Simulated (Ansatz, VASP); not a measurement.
# Two plane-wave programs on SnTe

```
Sn Te
1.0
     0.00000    3.20617    3.20617
     3.20617    0.00000    3.20617
     3.20617    3.20617    0.00000
Sn Te
1 1
Direct
  0.00000 0.00000 0.00000
  0.50000 0.50000 0.50000
```

Alike in both runs: functional PBE; k mesh 10 × 10 × 10; occupations gaussian, width 0.01 eV; no spin polarisation.

Ansatz relaxed the structure, and its values are those at the end. VASP's run is a single point on that final structure, the one shown.

|  | VASP | Ansatz |
| --- | --- | --- |
| version | VASP 6.6.1 | Ansatz 0.2.0 |
| potentials or method | VASP PAW PBE potentials, release 64 (Sn_d, Te), cutoff 520 eV | scalar-relativistic, plane waves, PAW |
| valence electrons in the cell | 20 | 30 |

```tsv
	VASP	Ansatz	Ansatz less VASP
gap on the k mesh at the Fermi level (eV)	0.05	0.06	0.000
least direct gap on the mesh (eV)	0.05	0.06	0.000
pressure (GPa)	-0.1	0.0	+0.06
```

VASP's potentials hold 20 valence electrons a cell and Ansatz's 30, so a difference there can come from the potentials and not from the codes.

Spin-orbit coupling is off throughout.
